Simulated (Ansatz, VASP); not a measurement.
Ag in VASP and in Ansatz

```
Ag
1.0
     2.86699    0.00000    0.00000
    -1.43350    2.48289    0.00000
     0.00000    0.00000    4.69083
Ag
2
Direct
  0.33333 0.66667 0.25000
  0.66667 0.33333 0.75000
```

Alike in both runs: functional PBEsol; k mesh 18 × 18 × 10; occupations gaussian, width 0.1 eV; no spin polarisation.

Ansatz relaxed the structure, and its values are those at the end. VASP's run is a single point on that final structure, the one shown.

|  | VASP | Ansatz |
| --- | --- | --- |
| version | VASP 6.6.1 | Ansatz 0.2.0 |
| potentials or method | VASP PAW PBE potentials, release 64 (Ag), cutoff 520 eV | scalar-relativistic, plane waves, PAW |
| valence electrons in the cell | 22 | 38 |

|  | VASP | Ansatz | Ansatz less VASP |
| --- | --- | --- | --- |
| gap on the k mesh at the Fermi level (eV) | none | none | - |
| pressure (GPa) | -0.3 | 0.0 | +0.29 |

VASP's potentials were made for PBE, not for PBEsol. A gap of «none» marks a metal or a gap that the smearing closes. The functional is the same, so the differences come from potentials, cutoffs and numerics. VASP's potentials hold 22 valence electrons a cell and Ansatz's 38, so a difference there can come from the potentials and not from the codes.
